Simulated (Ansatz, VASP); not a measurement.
**Co: VASP beside Ansatz**

INCAR

```
SYSTEM = Co
PREC = Accurate ; ENCUT = 520
EDIFF = 1E-7 ; ISMEAR = -1
SIGMA = 0.05 ; LREAL = .FALSE.
LASPH = .TRUE. ; NELM = 150
ALGO = Normal ; ISIF = 2
LWAVE = .FALSE. ; LCHARG = .FALSE.
ISPIN = 2 ; MAGMOM = 1.754
LORBIT = 11 ; LMAXMIX = 4
GGA = PS ; NBANDS = 14
```

KPOINTS

```
regular mesh
0
G
  15 15 15
  0 0 0
```

The input POSCAR:

```
Co
1.0
    2.3257957029      0.0000000000      0.0000000000
    0.0000000000      2.3257957029      0.0000000000
    0.0000000000      0.0000000000      2.3257957029
Co
1
Direct
    0.0000000000      0.0000000000      0.0000000000
```

Input for Ansatz:

```yaml
crystal:
  lattice:
    - [2.3257957029, 0.0, 0.0]
    - [0.0, 2.3257957029, 0.0]
    - [0.0, 0.0, 2.3257957029]
  atoms:
    - { symbol: Co, position: [0.0, 0.0, 0.0], spin: 1.754 }
hamiltonian:
  xc: pbesol
  pseudopotentials:
    kind: paw
    azcp:
      Co: "pseudopotentials/Co.paw.azcp"
basis:
  ecutwfc: 420
  fft_grid_basis: typed
kpoints:
  mp_grid: { grid: [15, 15, 15], shift: [0, 0, 0] }
magnetization:
  spin_polarized: true
scf:
  occupations: { method: fermi_dirac, width: 0.05 }
  lower_state_search: "off"
output:
  stress: true
```

Alike in both runs: task single point; functional PBEsol; k mesh 15 × 15 × 15; occupations fermi-dirac, width 0.05 eV; collinear spin.

|  | VASP | Ansatz |
| --- | --- | --- |
| version | VASP 6.6.1 | Ansatz 0.2.0 |
| potentials or method | VASP PAW PBE potentials, release 64 (Co), cutoff 520 eV | plane waves (420 eV) with PAW, scalar-relativistic |
| valence electrons in the cell | 9 | 17 |

```tsv
	VASP	Ansatz	Ansatz less VASP
pressure (GPa)	-6.4	-5.8	+0.60
net moment per atom (μB)	1.81	1.82	+0.009
size of the moment on the site where the two differ most (μB)	1.81	1.83	+0.017
```

VASP's potentials were made for PBE, not for PBEsol, and Ansatz warns of the same on its side. Site moments also hang on the region over which each program counts them. VASP's potentials hold 9 valence electrons a cell and Ansatz's 17, so a difference there can come from the potentials and not from the codes.
